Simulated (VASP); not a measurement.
Set up this calculation in VASP 6.6.1, as the native input.

```
Task                   : single point
Functional             : LDA
Potentials or basis    : VASP PAW LDA potentials, release 64 (In_d)
Cutoff                 : 520 eV
k mesh                 : 11 × 11 × 11
Occupations            : fermi-dirac, width 0.05 eV
Spin                   : no spin polarisation
Dipole correction      : no
Further INCAR settings : ALGO = Fast; EDIFF = 1e-06; NBANDS = 12
```

The structure of In lies in POSCAR:

```
In
1.0
   -1.6468602161      1.6468602161      2.5062524172
    1.6468602161     -1.6468602161      2.5062524172
    1.6468602161      1.6468602161     -2.5062524172
In
1
Direct
    0.0000000000      0.0000000000      0.0000000000
```

One way to write it, as run:

INCAR

```
PREC = Accurate
ENCUT = 520
EDIFF = 1E-6
ISMEAR = -1
SIGMA = 0.05
LREAL = F
LASPH = T
NELM = 60
ALGO = Fast
ISIF = 2
LWAVE = F
LCHARG = F
NBANDS = 12
```

KPOINTS

```
Automatic mesh
0
Gamma
  11 11 11
```

Potentials or basis: VASP PAW LDA potentials, release 64 (In_d).

The run is started by

```bash
$ cat potpaw_LDA.64/In_d/POTCAR > POTCAR
$ mpirun -np 1 vasp_std > vasp.out
```

It gave:

```
Pressure : -3.8 GPa
```

Run time: 42 s on 1 thread of Intel(R) Xeon(R) Platinum 8259CL CPU @ 2.50GHz (Skylake/Cascade Lake) (shared host), peak memory 0.16 GiB.
